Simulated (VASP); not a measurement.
Input of a VASP 6.6.1 run:

Contents of INCAR:

```
PREC = Accurate
ENCUT = 520
EDIFF = 1E-6
ISMEAR = -1
SIGMA = 0.05
LREAL = F
LASPH = T
NELM = 60
ALGO = Normal
ISIF = 2
LWAVE = F
LCHARG = T
GGA = PS
LELF = T
LVHAR = T
NBANDS = 16
```

File KPOINTS:

```
Automatic mesh
0
Gamma
  13 13 13
```

POSCAR

```
Ir
1.0
    0.0000000000      2.7065530672      2.7065530672
    2.7065530672      0.0000000000      2.7065530672
    2.7065530672      2.7065530672      0.0000000000
Ir
2
Direct
   -0.1250000000     -0.1250000000     -0.1250000000
    0.1250000000      0.1250000000      0.1250000000
```

Potentials or basis: VASP PAW PBE potentials, release 64 (Ir).

Launch:

```console
$ cat potpaw_PBE.64/Ir/POTCAR > POTCAR
$ mpirun -np 1 vasp_std > vasp.out
```

(1) Predict the pressure.

(2) Estimate the band gap on the k mesh.

Answers

(1) 11.4 GPa.

(2) zero (bands 9 and 10 overlap by 1.82 eV).

Caveat: the cell stands under pressure; the PAW data sets were made with another functional, which shifts forces and pressure a little; spin-orbit coupling is left out, which moves the levels of the heavy elements.
